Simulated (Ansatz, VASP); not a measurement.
MgO: VASP beside Ansatz

INCAR

```
SYSTEM = MgO
ALGO = Normal
EDIFF = 1E-7
ENCUT = 520
GGA = PE
ISIF = 2
ISMEAR = 0
LASPH = .True.
LCHARG = .False.
LREAL = .False.
LWAVE = .False.
NBANDS = 11
NELM = 60
PREC = Accurate
SIGMA = 0.05
```

File KPOINTS:

```
k-points
0
Gamma
  14 14 14
  0 0 0
```

POSCAR

```
MgO
1.0
    2.6605670434      0.0000000000      0.0000000000
    0.0000000000      2.6605670434      0.0000000000
    0.0000000000      0.0000000000      2.6605670434
Mg O
1 1
Direct
    0.0000000000      0.0000000000      0.0000000000
    0.5000000000      0.5000000000      0.5000000000
```

Input for Ansatz:

```yaml
crystal:
  lattice:
    - [2.6605670434, 0.0, 0.0]
    - [0.0, 2.6605670434, 0.0]
    - [0.0, 0.0, 2.6605670434]
  atoms:
    - { symbol: Mg, position: [0.0, 0.0, 0.0] }
    - { symbol: O, position: [0.5, 0.5, 0.5] }
basis:
  ecutwfc: 420
  ecutrho_ratio: 4
kpoints:
  mp_grid: { grid: [14, 14, 14] }
hamiltonian:
  xc: pbe
scf:
  occupations: { method: gaussian, width: 0.05 }
output:
  forces: true
  stress: true
  eigenvalues: true
```

Alike in both runs: task single point; functional PBE; k mesh 14 × 14 × 14; occupations gaussian, width 0.05 eV; no spin polarisation.

|  | VASP | Ansatz |
| --- | --- | --- |
| version | VASP 6.6.1 | Ansatz 0.2.0 |
| potentials or method | VASP PAW PBE potentials, release 64 (Mg, O), cutoff 520 eV | scalar-relativistic, plane waves, PAW |
| valence electrons in the cell | 8 | 16 |

```tsv
	VASP	Ansatz	Ansatz less VASP
gap on the k mesh at the Fermi level (eV)	2.24	2.26	+0.021
least direct gap on the mesh (eV)	3.21	3.23	+0.016
pressure (GPa)	-0.8	-0.1	+0.72
```

VASP's potentials hold 8 valence electrons a cell and Ansatz's 16, so a difference there can come from the potentials and not from the codes.
